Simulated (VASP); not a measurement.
Crystal: GdMg.

```
Gd Mg
1.0
     3.82400    0.00000    0.00000
     0.00000    3.82400    0.00000
     0.00000    0.00000    3.82400
Gd Mg
1 1
Direct
  0.00000 0.00000 0.00000
  0.50000 0.50000 0.50000
```

Base run:

```yaml
Program: VASP 6.6.1
Functional: LDA
Potentials_or_basis: VASP PAW PBE potentials, release 64 (Gd, Mg)
Cutoff: 520 eV
k_mesh: 8 × 8 × 8
Occupations: gaussian, width 0.1 eV
Spin: collinear spin, ferromagnetic start
Starting_moments: "[7.0, 0.0] μB"
```

Its results: pressure -2.7 GPa; net moment 7.37 μB per cell; site moments Gd +6.86; Mg +0.00 μB.

**Question.** The run is repeated on the same cell with these changes: functional from LDA to BLYP. What comes out?

**Answer.** Pressure 1.4 GPa; net moment 7.39 μB per cell; site moments Gd +6.88; Mg -0.01 μB.

BLYP binds less tightly than LDA, so the same cell stands under more pressure.

Caveats: the PAW data sets were made with another functional, which shifts forces and pressure a little.
